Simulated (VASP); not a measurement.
The system is CdSe.

```xyz
2
Lattice="0.0000 3.0986 3.0986 3.0986 0.0000 3.0986 3.0986 3.0986 0.0000" Properties=species:S:1:pos:R:3 pbc="T T T"
Cd    0.0000    0.0000    0.0000
Se    4.6479    4.6479    4.6479
```

```yaml
Program: VASP 6.6.1
Task: relaxation of cell and atoms
Functional: r2SCAN
Potentials_or_basis: VASP PAW PBE potentials, release 64 (Cd, Se)
Cutoff: 600 eV
k_mesh: 6 × 6 × 6
Occupations: fermi-dirac, width 0.02 eV
Spin: no spin polarisation
```

At the start: pressure -1.3 GPa; volume 29.75 Å³/atom.

Task: Where does the relaxation end?

Result: Over 3 steps the energy falls by 3.4 meV/atom and the volume is 28.95 Å³/atom (-2.7 %); space group F-43m (No. 216, to 0.05 Å).

The path:
```
step  energy change (eV)  largest force (eV/Å)  pressure (GPa)  volume (Å³)
   1              0.0000                0.0000           -1.32        59.50
   2             -0.0061                0.0000            0.45        57.42
   3             -0.0068                0.0000            0.00        57.90
```

Final structure:
```xyz
2
Lattice="0.0000 3.0706 3.0706 3.0706 0.0000 3.0706 3.0706 3.0706 0.0000" Properties=species:S:1:pos:R:3 pbc="T T T"
Cd    0.0000    0.0000    0.0000
Se    4.6059    4.6059    4.6059
```

Caveat: the PAW data sets were made with another functional, which shifts forces and pressure a little.
